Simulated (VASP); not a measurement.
Write the native input for VASP 6.6.1 that does the following.

```
Task                   : single point
Functional             : LDA
Potentials or basis    : VASP PAW LDA potentials, release 64 (Hf_pv, H)
Cutoff                 : 520 eV
k mesh                 : 8 × 8 × 8
Occupations            : methfessel-paxton, width 0.2 eV
Spin                   : no spin polarisation
Dipole correction      : no
Further INCAR settings : ALGO = Normal; EDIFF = 1e-06; NBANDS = 14
```

The structure of HfH3 lies in POSCAR:

```
HfH3
1.0
    3.2033534613      0.0000000000      0.0000000000
    0.0000000000      3.2033534613      0.0000000000
    0.0000000000      0.0000000000      3.2033534613
Hf H
1 3
Direct
    0.0000000000      0.0000000000      0.0000000000
    0.0000000000      0.5000000000      0.5000000000
    0.5000000000      0.0000000000      0.5000000000
    0.5000000000      0.5000000000      0.0000000000
```

One way to write it, as run:

INCAR

```
PREC = Accurate ; ENCUT = 520
EDIFF = 1E-6 ; ISMEAR = 1
SIGMA = 0.2 ; LREAL = F
LASPH = T ; NELM = 100
ALGO = Normal ; ISIF = 2
LWAVE = F ; LCHARG = T
LELF = T ; LVHAR = T
NBANDS = 14
```

KPOINTS

```
regular mesh
0
Gamma
  8 8 8
```

Potentials or basis: VASP PAW LDA potentials, release 64 (Hf_pv, H).

The run is started by

```sh
$ cat potpaw_LDA.64/Hf_pv/POTCAR potpaw_LDA.64/H/POTCAR > POTCAR
$ mpirun -np 1 vasp_std > vasp.out
```

Results of the run:

| Item | Value |
| --- | --- |
| Pressure | -19.2 GPa |

Run time: 5.8 s on 1 thread of Intel(R) Xeon(R) Platinum 8488C (Sapphire Rapids), with other jobs on the host, peak memory 0.13 GiB.
